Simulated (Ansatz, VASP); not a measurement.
One calculation of Nb, two programs

```xyz
1
Lattice="0.0000 2.1290 2.1290 2.1290 0.0000 2.1290 2.1290 2.1290 0.0000" Properties=species:S:1:pos:R:3 pbc="T T T"
Nb    0.0000    0.0000    0.0000
```

Change from the starting cell: volume scaled by 1.02.

Alike in both runs: task single point; functional PBE; k mesh 11 × 11 × 11; occupations fermi-dirac, width 0.05 eV; no spin polarisation.

```csv
,VASP,Ansatz
version,VASP 6.6.1,Ansatz 0.2.0
potentials or method,"VASP PAW PBE potentials, release 64 (Nb_sv), cutoff 520 eV","all-electron LAPW, scalar-relativistic"
```

Ansatz gave:

| Item | Value |
| --- | --- |
| gap on the k mesh at the Fermi level (eV) | none |
| pressure (GPa) | -4.8 |

Problem. What did VASP give for the same quantities?

Solution. gap on the k mesh at the Fermi level (eV): none; pressure (GPa): -5.1.

A gap of «none» marks a metal or a gap that the smearing closes. Ansatz ran all-electron here, and VASP with PAW potentials.
